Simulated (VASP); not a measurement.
Here is a VASP 6.6.1 calculation.

Contents of INCAR:

```
PREC = Accurate ; ENCUT = 520
EDIFF = 1E-6 ; ISMEAR = -1
SIGMA = 0.05 ; LREAL = False
LASPH = True ; NELM = 80
ALGO = Normal ; ISIF = 2
LWAVE = False ; LCHARG = True
GGA = PS ; LELF = True
LVHAR = True ; NBANDS = 26
```

File KPOINTS:

```
Automatic mesh
0
Gamma
  9 9 4
```

Contents of POSCAR:

```
ZnO
1.0
    3.2658996001      0.0000000000      0.0000000000
   -1.6329498000      2.8283520199      0.0000000000
    0.0000000000      0.0000000000      7.0825845970
Zn O
2 2
Direct
    0.0000000000      0.0000000000      0.2500000000
    0.0000000000      0.0000000000      0.7500000000
    0.6666666667      0.3333333333      0.7500000000
    0.3333333333      0.6666666667      0.2500000000
```

Potentials or basis: VASP PAW PBE potentials, release 64 (Zn, O).

Command:

```bash
$ cat potpaw_PBE.64/Zn/POTCAR potpaw_PBE.64/O/POTCAR > POTCAR
$ mpirun -np 1 vasp_std > vasp.out
```

Predict the band gap on the k mesh.

0.75 eV, direct.

Estimate the pressure.

-2.1 GPa.

Stress tensor (GPa, compression positive):
```
-2.66  0.00  0.00
 0.00 -2.66  0.00
 0.00  0.00 -0.85
```

Caveat: the PAW data sets were made with another functional, which shifts forces and pressure a little. A k mesh can miss the band edges.
